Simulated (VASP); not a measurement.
Wanted: the native input for a VASP 6.6.1 run.

```
Task                   : relaxation of cell and atoms
Functional             : PBE
Potentials or basis    : VASP PAW PBE potentials, release 64 (Ge_d, Cl)
Cutoff                 : 600 eV
k mesh                 : 4 × 4 × 4
Occupations            : gaussian, width 0.1 eV
Spin                   : no spin polarisation
Dipole correction      : no
Further INCAR settings : ALGO = Normal; EDIFF = 1e-07; IBRION = 2; EDIFFG = -0.04; NSW = 90; ISIF = 3
```

The structure of GeCl3 lies in POSCAR:

```
GeCl3
1.0
   -2.9186462600      2.9186462600      3.2166647600
    2.9186462600     -2.9186462600      3.2166647600
    2.9186462600      2.9186462600     -3.2166647600
Ge Cl
1 3
Direct
    0.5000000000      0.5000000000      0.0000000000
    0.7500000000      0.2500000000      0.5000000000
    0.2500000000      0.7500000000      0.5000000000
    0.0000000000      0.0000000000      0.0000000000
```

The cell was generated, and may not be a known phase.

One way to write it, as run:

INCAR

```
SYSTEM = GeCl3
ALGO     = Normal         ! electronic algorithm
EDIFF    = 1E-7           ! SCF threshold, eV
EDIFFG   = -0.04          ! ionic threshold
ENCUT    = 600            ! plane-wave cutoff, eV
GGA      = PE             ! functional
IBRION   = 2              ! ionic algorithm
ISIF     = 3              ! what is computed and relaxed
ISMEAR   = 0              ! smearing method
LASPH    = .True.         ! aspherical terms in the spheres
LCHARG   = .False.        ! write CHGCAR
LREAL    = .False.        ! projectors in reciprocal space
LWAVE    = .False.        ! write WAVECAR
NELM     = 100            ! most SCF steps
NSW      = 90             ! ionic steps
PREC     = Accurate       ! precision mode
SIGMA    = 0.1            ! smearing width, eV
```

KPOINTS

```
k-points
0
Gamma
  4 4 4
  0 0 0
```

Potentials or basis: VASP PAW PBE potentials, release 64 (Ge_d, Cl).

The run is started by

```bash
$ cat potpaw_PBE.64/Ge_d/POTCAR potpaw_PBE.64/Cl/POTCAR > POTCAR
$ mpirun -np 1 vasp_std > vasp.out
```

It gave:

The relaxed volume is 24.69 Å³/atom, the relaxed cell is a = 5.078 Å, b = 5.078 Å, c = 5.078 Å, α = 105.05°, β = 105.05°, γ = 118.72° and the space group after relaxing (to 0.1 Å) is I4/mmm (No. 139). The energy gained by relaxing is 213.7 meV/atom. The ionic steps are 18. The pressure after relaxing is 0.0 GPa and the band gap on the k mesh is zero (an odd number of electrons rules out a gap without spin polarisation).

Caveat: the k points lie up to 0.40 Å⁻¹ apart in the final cell, too coarse for converged energies and pressures of a metal; an odd number of electrons without spin polarisation forces a metal; a magnetic or distorted state may lie lower.

It took 14 min on 1 thread of Oxide Virtual Turin-like Processor, with other jobs on the host, peak memory 0.24 GiB.
